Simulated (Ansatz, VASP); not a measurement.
**One calculation of W, two programs**

```
CELL_PARAMETERS angstrom
0.00000 2.04802 2.04802
2.04802 0.00000 2.04802
2.04802 2.04802 0.00000
ATOMIC_POSITIONS crystal
W 0.00000 0.00000 0.00000
```

Alike in both runs: task single point; functional PBE; k mesh 8 × 8 × 8; occupations gaussian, width 0.05 eV; no spin polarisation.

|  | VASP | Ansatz |
| --- | --- | --- |
| version | VASP 6.6.1 | Ansatz 0.2.0 |
| potentials or method | VASP PAW PBE potentials, release 64 (W_sv), cutoff 500 eV | scalar-relativistic, plane waves, PAW |
| valence electrons in the cell | 14 | 14 |

```tsv
	VASP	Ansatz	Ansatz less VASP
pressure (GPa)	-10.8	-11.1	-0.30
```

Spin-orbit coupling is off throughout.
